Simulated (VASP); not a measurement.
A run of VASP 6.6.1 is set up as follows.

File INCAR:

```
  PREC = Accurate
  ENCUT = 500
  EDIFF = 1E-7
  ISMEAR = 0
  SIGMA = 0.01
  LREAL = F
  LASPH = T
  NELM = 120
  ALGO = Normal
  ISIF = 3
  LWAVE = F
  LCHARG = F
  IBRION = 2
  NSW = 80
  EDIFFG = -0.001
  PSTRESS = 300.0
  GGA_COMPAT = F
  NELMIN = 4
```

File KPOINTS:

```
Automatic mesh
0
Gamma
  12 12 12
```

POSCAR

```
BP
1.0
    0.0000000000      2.1476551607      2.1476551607
    2.1476551607      0.0000000000      2.1476551607
    2.1476551607      2.1476551607      0.0000000000
B P
1 1
Direct
    0.0000000000      0.0000000000      0.0000000000
    0.7500000000      0.7500000000      0.7500000000
```

Potentials or basis: VASP PAW LDA potentials, release 64 (B, P).

Launch:

```console
$ cat potpaw_LDA.64/B/POTCAR potpaw_LDA.64/P/POTCAR > POTCAR
$ mpirun -np 1 vasp_std > vasp.out
```

(1) What does it give for the relaxed volume?

(2) What does it give for the relaxed cell?

(3) What does it give for the space group after relaxing (to 0.05 Å)?

Answers

(1) 9.90 Å³/atom.

(2) a = 3.036 Å, b = 3.036 Å, c = 3.036 Å, α = 60.00°, β = 60.00°, γ = 60.00°.

(3) F-43m (No. 216).

Caveat: the cell is relaxed towards a set pressure, so the enthalpy falls and the energy may rise.
